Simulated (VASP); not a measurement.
# SnS (Pnma) in VASP: single point with PBE

Aim: the single point of SnS with PBE.

Program: VASP 6.6.1. These are calculated values, not measurements. Logs are shortened: lines on timing, memory, paths and dates and some standing lists are left out, and cuts for length are marked.

**1. The cell of the first run**

It takes space group Pnma (No. 62, orthorhombic). The conventional cell has a = 11.476 Å, b = 4.118 Å, c = 4.238 Å, α = 90.00°, β = 90.00°, γ = 90.00°. S (site symmetry m) has 5 Sn at 2.61 to 3.15 Å within 3.4 Å. Within 3.4 Å of Sn (site symmetry m) lie 5 S at 2.61 to 3.15 Å.

**2. Single point, PBE**

File POSCAR:

```
SnS
1.0
    4.2379000000      0.0000000000      0.0000000000
    0.0000000000     11.4755490000      0.0000000000
    0.0000000000      0.0000000000      4.1181120000
S Sn
4 4
Direct
    0.4810000000      0.8499000000      0.2500000000
    0.5190000000      0.1501000000      0.7500000000
    0.9810000000      0.6501000000      0.7500000000
    0.0190000000      0.3499000000      0.2500000000
    0.0765000000      0.1232000000      0.2500000000
    0.9235000000      0.8768000000      0.7500000000
    0.5765000000      0.3768000000      0.7500000000
    0.4235000000      0.6232000000      0.2500000000
```

File INCAR.step1:

```
PREC = Accurate ; ENCUT = 400
EDIFF = 1E-6 ; ISMEAR = -1
SIGMA = 0.1 ; LREAL = F
LASPH = T ; NELM = 120
ALGO = Normal ; ISIF = 2
LWAVE = F ; LCHARG = T
GGA = PE ; NBANDS = 50
GGA_COMPAT = F ; NEDOS = 2001
LORBIT = 11
```

File KPOINTS.step1:

```
Automatic mesh
0
Gamma
  6 3 6
```

File INCAR.step2:

```
PREC = Accurate ; ENCUT = 400
EDIFF = 1E-6 ; ISMEAR = -5
SIGMA = 0.1 ; LREAL = F
LASPH = T ; NELM = 120
ALGO = Normal ; ISIF = 2
LWAVE = F ; LCHARG = F
GGA = PE ; LORBIT = 11
NEDOS = 1001 ; ICHARG = 11
GGA_COMPAT = F
```

File KPOINTS.step2:

```
Automatic mesh
0
Gamma
  9 5 9
```

Potentials or basis: VASP PAW PBE potentials, release 64 (S, Sn_d).

On the command line:

```sh
cat potpaw_PBE.64/S/POTCAR potpaw_PBE.64/Sn_d/POTCAR > POTCAR
cp INCAR.step1 INCAR
cp KPOINTS.step1 KPOINTS
mpirun -np 1 vasp_std > vasp.out
cp INCAR.step2 INCAR
cp KPOINTS.step2 KPOINTS
mpirun -np 1 vasp_std > vasp.out
```

OUTCAR:

```text
PREC = Accurate
   ENCUT = 400
   EDIFF = 1E-6
   ISMEAR = -5
   LREAL = F
   LASPH = T
   NELM = 120
   ISIF = 2
   GGA = PE
   LORBIT = 11
   ICHARG = 11

 ion  position               nearest neighbor table
   1  0.481  0.850  0.250-   8 2.61   6 2.80   6 2.80   6 3.15   6 3.15
   2  0.519  0.150  0.750-   7 2.61   5 2.80   5 2.80   5 3.15   5 3.15
   3  0.981  0.650  0.750-   6 2.61   8 2.80   8 2.80   8 3.15   8 3.15
   4  0.019  0.350  0.250-   5 2.61   7 2.80   7 2.80   7 3.15   7 3.15
   5  0.077  0.123  0.250-   4 2.61   2 2.80   2 2.80   2 3.15   2 3.15   6 3.56   6 3.56
   6  0.923  0.877  0.750-   3 2.61   1 2.80   1 2.80   1 3.15   1 3.15   5 3.56   5 3.56
   7  0.577  0.377  0.750-   2 2.61   4 2.80   4 2.80   4 3.15   4 3.15   8 3.56   8 3.56
   8  0.423  0.623  0.250-   1 2.61   3 2.80   3 2.80   3 3.15   3 3.15   7 3.56   7 3.56

  LATTYP: Found a simple orthorhombic cell.
 ALAT       =     4.1181120000
 B/A-ratio  =     1.0290880870
 C/A-ratio  =     2.7866043954

  Lattice vectors:

 A1 = (   0.0000000000,   0.0000000000,   4.1181120000)
 A2 = (   4.2379000000,   0.0000000000,   0.0000000000)
 A3 = (   0.0000000000,  11.4755490000,   0.0000000000)

Analysis of symmetry for initial positions (statically):
=====================================================================
 Subroutine PRICEL returns:
 Original cell was already a primitive cell.

 Routine SETGRP: Setting up the symmetry group for a
 simple orthorhombic supercell.

 Subroutine GETGRP returns: Found  8 space group operations
 (whereof  2 operations were pure point group operations)
 out of a pool of  8 trial point group operations.

The static configuration has the point symmetry S_2 .
 The point group associated with its full space group is D_2h.

Analysis of symmetry for dynamics (positions and initial velocities):
=====================================================================
 Subroutine PRICEL returns:
 Original cell was already a primitive cell.

 Routine SETGRP: Setting up the symmetry group for a
 simple orthorhombic supercell.

 Subroutine GETGRP returns: Found  8 space group operations
 (whereof  2 operations were pure point group operations)
 out of a pool of  8 trial point group operations.

The dynamic configuration has the point symmetry S_2 .
 The point group associated with its full space group is D_2h.

 Subroutine INISYM returns: Found  8 space group operations
 (whereof  2 operations are pure point group operations),
 and found     1 'primitive' translations

----------------------------------------------------------------------------------------

                                     Primitive cell

  volume of cell :     200.2730

  direct lattice vectors                    reciprocal lattice vectors
     4.237900000  0.000000000  0.000000000     0.235965927  0.000000000  0.000000000
     0.000000000 11.475549000  0.000000000     0.000000000  0.087141800  0.000000000
     0.000000000  0.000000000  4.118112000     0.000000000  0.000000000  0.242829724

  length of vectors
     4.237900000 11.475549000  4.118112000     0.235965927  0.087141800  0.242829724

  position of ions in fractional coordinates (direct lattice)
     0.481000000  0.849900000  0.250000000
     0.519000000  0.150100000  0.750000000
     0.981000000  0.650100000  0.750000000
     0.019000000  0.349900000  0.250000000
     0.076500000  0.123200000  0.250000000
     0.923500000  0.876800000  0.750000000
     0.576500000  0.376800000  0.750000000
     0.423500000  0.623200000  0.250000000

  ion indices of the primitive-cell ions
   primitive index   ion index
                 1           1
                 2           2
                 3           3
                 4           4
                 5           5
                 6           6
                 7           7
                 8           8

----------------------------------------------------------------------------------------

 KPOINTS: Automatic mesh

Automatic generation of k-mesh.
 Grid dimensions read from file:
 generate k-points for:    9    5    9

 Generating k-lattice:

  Cartesian coordinates                     Fractional coordinates (reciprocal lattice)
     0.026218436  0.000000000  0.000000000     0.111111111  0.000000000  0.000000000
     0.000000000  0.017428360  0.000000000     0.000000000  0.200000000  0.000000000
     0.000000000  0.000000000  0.026981080     0.000000000  0.000000000  0.111111111

  Length of vectors
     0.026218436  0.017428360  0.026981080

  Shift w.r.t. Gamma in fractional coordinates (k-lattice)
     0.000000000  0.000000000  0.000000000

 TETIRR: Found   1183 inequivalent tetrahedra from     2430

 Subroutine IBZKPT returns following result:
 ===========================================

 Found     75 irreducible k-points:

 Following reciprocal coordinates:
            Coordinates               Weight
  0.000000  0.000000  0.000000      1.000000
  0.111111  0.000000  0.000000      2.000000
  0.222222  0.000000  0.000000      2.000000
  0.333333  0.000000  0.000000      2.000000
  0.444444  0.000000  0.000000      2.000000
  0.000000  0.200000  0.000000      2.000000
[... 16 lines left out ...]
  0.222222  0.200000  0.111111      8.000000
  0.333333  0.200000  0.111111      8.000000
 [... further k-points ...]
   k-points           NKPTS =     75   k-points in BZ     NKDIM =     75   number of bands    NBANDS=     48
   number of dos      NEDOS =   1001   number of ions     NIONS =      8
   total plane-waves  NPLWV =  62720
   dimension x,y,z NGX =    28 NGY =   80 NGZ =   28
   dimension x,y,z NGXF=    56 NGYF=  160 NGZF=   56
   ions per type =               4   4
   NGX,Y,Z   is equivalent  to a cutoff of  10.98, 11.59, 11.30 a.u.
   NGXF,Y,Z  is equivalent  to a cutoff of  21.97, 23.18, 22.61 a.u.
 SYSTEM =  unknown system
   PREC   = accura    normal or accurate (medium, high low for compatibility)
   ISTART =      0    job   : 0-new  1-cont  2-samecut
   ICHARG =     11    charge: 1-file 2-atom 10-const
   ISPIN  =      1    spin polarized calculation?
   LNONCOLLINEAR =      F non collinear calculations
   LSORBIT =      F    spin-orbit coupling
   LASPH  =      T    aspherical Exc in radial PAW
   ENCUT  =  400.0 eV  29.40 Ry    5.42 a.u.   6.91 18.71  6.72*2*pi/ulx,y,z
   NELM   =    120;   NELMIN=  2; NELMDL=  0     # of ELM steps
   EDIFF  = 0.1E-05   stopping-criterion for ELM
   LREAL  =      F    real-space projection
   EDIFFG = 0.1E-04   stopping-criterion for IOM
   NSW    =      0    number of steps for IOM
   IBRION =     -1    ionic relax: 0-MD 1-quasi-New 2-CG
   NFREE  =      0    steps in history (QN), initial steepest desc. (CG)
   ISIF   =      2    stress and relaxation
   ISYM   =      2    0-nonsym 1-usesym 2-fastsym
   POTIM  = 0.5000    time-step for ionic-motion
   TEBEG  =    0.0;   TEEND  =   0.0 temperature during run
   PSTRESS=    0.0 pullay stress
   NELECT =      80.0000    total number of electrons
   NUPDOWN=      -1.0000    fix difference up-down
   EMIN   =  10.00;   EMAX   =-10.00  energy-range for DOS
   EFERMI =   0.00;   METHOD = LEGACY
   ISMEAR =    -5;   SIGMA  =   0.10  broadening in eV -4-tet -1-fermi 0-gaus
   EFERMI_NEDOS =   21; number of points for ismear=-14 and -15
   IALGO  =     38    algorithm
   IMIX   =      4    mixing-type and parameters
     AMIX     =   0.40;   BMIX     =  1.00
     AMIX_MAG =   1.60;   BMIX_MAG =  1.00
  volume/ion in A,a.u.               =      25.03       168.94
  Fermi-wavevector in a.u.,A,eV,Ry     =   1.205676  2.278398 19.778181  1.453655
  Thomas-Fermi vector in A             =   2.341366
   LORBIT       =     11    0 simple, 1 ext, 2 COOP (PROOUT), +10 PAW based schemes
   GGA     = PE    functional components
   LHFCALC =     F    Hartree Fock is set to
   AEXX    =    0.0000 exact exchange contribution
   IVDW    =     0    specifies the selected vdW correction
   LEPSILON=     F    determine dielectric tensor
   LRPA    =     F    only Hartree local field effects (RPA)
 non-spin polarized calculation
 Fermi weights with tetrahedron method with Bloechl corrections
  energy-cutoff  :      400.00
  volume of cell :      200.27
 maximum number of plane-waves:      3662
 NGX is ok and might be reduce to    28

 number of electron      79.9999962 magnetization

 Free energy of the ion-electron system (eV)
  ---------------------------------------------------
  ext. energy  EPLUGINS =         0.00000000
  ---------------------------------------------------
  free energy    TOTEN  =       -35.37928223 eV

  energy without entropy =      -35.37928223  energy(sigma->0) =      -35.37928223

 E-fermi :   5.7494     XC(G=0):  -9.6997

 val. band max:        5.7482486029   @ k =   0.4444   0.0000   0.0000
 cond. band min:       6.5202353822   @ k =   0.0000   0.0000   0.3333
 fundamental gap:      0.7719867793
 Fermi energy:         5.7493681439

 k-point     1 :       0.0000    0.0000    0.0000
  band No.  band energies     occupation
      1     -15.5036      2.00000
      2     -15.5031      2.00000
      3     -15.4973      2.00000
      4     -15.4960      2.00000
      5     -15.4903      2.00000
      6     -15.4846      2.00000
[... 40 lines left out ...]
     47      10.5301      0.00000
     48      10.6229      0.00000
[... 1171 lines left out ...]
     47       8.8779      0.00000
     48       9.5450      0.00000

 [... further k-points ...]

------------------------ aborting loop because EDIFF is reached ----------------------------------------

  FORCE on cell =-STRESS in cart. coord.  units (eV):
  Direction    XX          YY          ZZ          XY          YZ          ZX
  --------------------------------------------------------------------------------------
  -------------------------------------------------------------------------------------
  Total       -1.2283313      0.5443407     -1.2964368      0.0000000      0.0000000     -0.0000000
  in kB       -9.8266113      4.3547083    -10.3714528      0.0000000      0.0000000     -0.0000000
  external PRESSURE =      -5.2811186 kB  Pullay stress =       0.0000000 kB

 VOLUME and BASIS-vectors are now :
 -----------------------------------------------------------------------------
  energy-cutoff  :      400.00
  volume of cell :      200.27
      direct lattice vectors                 reciprocal lattice vectors
     4.237900000  0.000000000  0.000000000     0.235965927  0.000000000  0.000000000
     0.000000000 11.475549000  0.000000000     0.000000000  0.087141800  0.000000000
     0.000000000  0.000000000  4.118112000     0.000000000  0.000000000  0.242829724

 POSITION                                       TOTAL-FORCE (eV/Angst)
 -----------------------------------------------------------------------------------
      2.03843      9.75307      1.02953         0.163556      0.043416     -0.000000
      2.19947      1.72248      3.08858        -0.163556     -0.043416      0.000000
      4.15738      7.46025      3.08858         0.163556     -0.043416     -0.000000
      0.08052      4.01529      1.02953        -0.163556      0.043416     -0.000000
      0.32420      1.41379      1.02953         0.174120      0.104787      0.000000
      3.91370     10.06176      3.08858        -0.174120     -0.104787      0.000000
      2.44315      4.32399      3.08858         0.174120     -0.104787      0.000000
      1.79475      7.15156      1.02953        -0.174120      0.104787      0.000000
 -----------------------------------------------------------------------------------
    total drift:                                0.000000     -0.000000      0.000000

  FREE ENERGIE OF THE ION-ELECTRON SYSTEM (eV)
  ---------------------------------------------------
  free  energy   TOTEN  =       -35.3792822292 eV

  energy  without entropy=      -35.3792822292  energy(sigma->0) =      -35.37928223

 total charge

# of ion       s       p       d       tot
------------------------------------------
    1        1.353   2.328   0.000   3.682
    2        1.353   2.328   0.000   3.682
    3        1.353   2.328   0.000   3.682
    4        1.353   2.328   0.000   3.682
    5        1.358   0.691   9.998  12.047
    6        1.358   0.691   9.998  12.047
    7        1.358   0.691   9.998  12.047
    8        1.358   0.691   9.998  12.047
--------------------------------------------------
tot         10.847  12.077  39.993  62.916
```

Wall time 6 min (1 thread of Intel Xeon Platinum 8488C (Sapphire Rapids), shared host); peak memory 0.48 GiB.

Results:

- Valence electrons inside the program's atomic spheres: S 3.68; Sn 12.05

Caveat: spin-orbit coupling is left out, which moves the levels of the heavy elements.
